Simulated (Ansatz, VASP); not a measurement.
## V4Ir in VASP and in Ansatz

The input INCAR:

```
PREC = Accurate
ENCUT = 520
EDIFF = 1E-6
ISMEAR = 0
SIGMA = 0.0056
LREAL = False
LASPH = True
NELM = 100
ALGO = Normal
ISIF = 2
LWAVE = False
LCHARG = False
GGA = PE
NBANDS = 38
```

File KPOINTS:

```
regular mesh
0
Gamma
  2 2 2
```

The input POSCAR:

```
V4Ir
1.0
    0.0000000000      2.2071380000     10.3060750000
    1.5098600000      0.0000000000     10.3060750000
    1.5098600000      2.2071380000      0.0000000000
V Ir
4 1
Direct
    0.3971470000      0.3971470000      0.6028530000
    0.7994890000      0.7994890000      0.2005110000
    0.2005110000      0.2005110000      0.7994890000
    0.6028530000      0.6028530000      0.3971470000
    0.0000000000      0.0000000000      0.0000000000
```

Input for Ansatz:

```yaml
crystal:
  lattice:
    - [0.0, 2.207138, 10.306075]
    - [1.50986, 0.0, 10.306075]
    - [1.50986, 2.207138, 0.0]
  atoms:
    - { symbol: V, position: [0.397147, 0.397147, 0.602853] }
    - { symbol: V, position: [0.799489, 0.799489, 0.200511] }
    - { symbol: V, position: [0.200511, 0.200511, 0.799489] }
    - { symbol: V, position: [0.602853, 0.602853, 0.397147] }
    - { symbol: Ir, position: [0.0, 0.0, 0.0] }
basis:
  ecutwfc: 420
kpoints:
  mp_grid: { grid: [2, 2, 2] }
hamiltonian:
  xc: pbe
scf:
  occupations: { method: gaussian, width: 0.0056 }
  max_iter: 30
  convergence: { dr2_threshold: "1e-4 eV" }
output:
  forces: true
  stress: true
  eigenvalues: true
```

Alike in both runs: task single point; functional PBE; k mesh 2 × 2 × 2; occupations gaussian, width 0.0056 eV; no spin polarisation.

|  | VASP | Ansatz |
| --- | --- | --- |
| version | VASP 6.6.1 | Ansatz 0.2.0 |
| potentials or method | VASP PAW PBE potentials, release 64 (V_sv, Ir), cutoff 520 eV | scalar-relativistic, plane waves, PAW |
| valence electrons in the cell | 61 | 69 |

```tsv
	VASP	Ansatz	Ansatz less VASP
gap on the k mesh at the Fermi level (eV)	none	none	-
pressure (GPa)	-1.9	-2.0	-0.13
traceless stress, the component that is largest in VASP (GPa)	-25.42	-24.98	+0.433
rms of the force components (eV/Å)	0.178	0.211	+0.0335
```

Atom by atom the forces differ by 0.034 eV/Å (rms over components). A gap of «none» marks a metal or a gap that the smearing closes. VASP's potentials hold 61 valence electrons a cell and Ansatz's 69, so a difference there can come from the potentials and not from the codes. Ansatz's warnings: force scf threshold loose, stress scf threshold loose.

The k mesh is coarse, so the values compare programs but aren't converged. Neither program's run includes spin-orbit coupling.
